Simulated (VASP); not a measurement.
Input of a VASP 6.6.1 run:

File INCAR:

```
ALGO = Normal
EDIFF = 1E-6
ENCUT = 520
GGA = PS
ISIF = 2
ISMEAR = 0
LASPH = T
LCHARG = F
LREAL = F
LWAVE = F
NBANDS = 12
NELM = 80
PREC = Accurate
SIGMA = 0.15
```

File KPOINTS:

```
k-points
0
Gamma
  20 20 20
```

Contents of POSCAR:

```
Ag
1.0
    0.0000000000      1.8898675000      2.0431000000
    1.8898675000      0.0000000000      2.0431000000
    1.8898675000      1.8898675000      0.0000000000
Ag
1
Direct
    0.0000000000      0.0000000000      0.0000000000
```

Potentials or basis: VASP PAW PBE potentials, release 64 (Ag).

Run with:

```sh
$ cat potpaw_PBE.64/Ag/POTCAR > POTCAR
$ mpirun -np 1 vasp_std > vasp.out
```

Problem. Estimate the pressure.

Solution. 22.8 GPa.

Stress tensor (GPa, compression positive):
```
25.01  0.00  0.00
 0.00 25.01  0.00
 0.00  0.00 18.30
```

Caveat: the cell differs from its parent crystal (strain -0.0750 x Voigt [1, 1, 0, 0, 0, 0]); the PAW data sets were made with another functional, which shifts forces and pressure a little.
